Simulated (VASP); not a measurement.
Write the native input for VASP 6.6.1 that does the following.

```yaml
Task: single point
Functional: PBEsol
Potentials_or_basis: VASP PAW PBE potentials, release 64 (Ti_sv)
Cutoff: 520 eV
k_mesh: 22 × 22 × 22
Occupations: gaussian, width 0.1 eV
Spin: no spin polarisation
Dipole_correction: no
Further_INCAR_settings: ALGO = Normal; EDIFF = 1e-06; NBANDS = 19
```

The structure of Ti lies in POSCAR:

```
Ti
1.0
    0.0000000000      2.4257640691      4.7593037300
    1.4557916247      0.0000000000      4.7593037300
    1.4557916247      2.4257640691      0.0000000000
Ti
2
Direct
    0.8651382834      0.8651382834      0.1348617166
    0.1348617166      0.1348617166      0.8651382834
```

The input as run:

INCAR

```
SYSTEM = Ti
PREC = Accurate
ENCUT = 520
EDIFF = 1E-6
ISMEAR = 0
SIGMA = 0.1
LREAL = .FALSE.
LASPH = .TRUE.
NELM = 100
ALGO = Normal
ISIF = 2
LWAVE = .FALSE.
LCHARG = .TRUE.
GGA = PS
LELF = .TRUE.
LVHAR = .TRUE.
NBANDS = 19
```

KPOINTS

```
regular mesh
0
G
  22 22 22
  0 0 0
```

Potentials or basis: VASP PAW PBE potentials, release 64 (Ti_sv).

Run with:

```console
$ cat potpaw_PBE.64/Ti_sv/POTCAR > POTCAR
$ mpirun -np 1 vasp_std > vasp.out
```

Results of the run:

| Property | Result |
| --- | --- |
| Pressure | -0.2 GPa |
| Largest force | 0.010 eV/Å |
| Band gap on the k mesh | zero (band 12 reaches 9.17 eV, above the bottom of band 13 at 7.68 eV) |

Caveat: the PAW data sets were made with another functional, which shifts forces and pressure a little.

Run time: 11 min on 1 thread of Intel(R) Xeon(R) 6975P-C (Granite Rapids) (shared host), peak memory 0.83 GiB.
